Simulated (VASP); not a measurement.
# NbP: single point with r2SCAN

NbP:

```
Nb P
1.0
     0.00000    2.76384    2.76384
     2.76384    0.00000    2.76384
     2.76384    2.76384    0.00000
Nb P
1 1
Direct
  0.00000 0.00000 0.00000
  0.25000 0.25000 0.25000
```

- Program: VASP 6.6.1
- Task: single point
- Functional: r2SCAN
- Potentials or basis: VASP PAW PBE potentials, release 64 (Nb_sv, P)
- Cutoff: 520 eV
- k mesh: 14 × 14 × 14
- Occupations: gaussian, width 0.1 eV
- Spin: no spin polarisation
- Dipole correction: no
- Further INCAR settings: ALGO = Normal; EDIFF = 1e-07; NBANDS = 16

The pressure is 2.5 GPa and the band gap on the k mesh is zero (band 9 reaches 7.96 eV, above the bottom of band 10 at 7.18 eV).

Levels at points of the mesh, in eV from the Fermi level:
| k point | band 5 | band 6 | band 7 | band 8 | band 9 | band 10 | band 11 | band 12 | band 13 | band 14 |
| --- | --- | --- | --- | --- | --- | --- | --- | --- | --- | --- |
| (0.00, 0.00, 0.00) | -12.19 | -4.19 | -4.19 | -4.19 | 0.04 | 0.04 | 3.35 | 6.01 | 6.01 | 6.01 |
| (0.50, 0.00, 0.00) | -11.06 | -4.65 | -3.68 | -3.68 | 0.57 | 0.57 | 0.85 | 3.63 | 3.63 | 5.24 |
| (0.50, 0.50, 0.00) | -10.67 | -5.39 | -2.50 | -2.50 | -1.27 | 1.16 | 1.30 | 1.68 | 1.68 | 8.43 |

Wall time 4.2 min on 1 thread of Intel Xeon 6975P-C, with other jobs on the host, peak memory 0.22 GiB.

Caveat: the PAW data sets were made with another functional, which shifts forces and pressure a little.
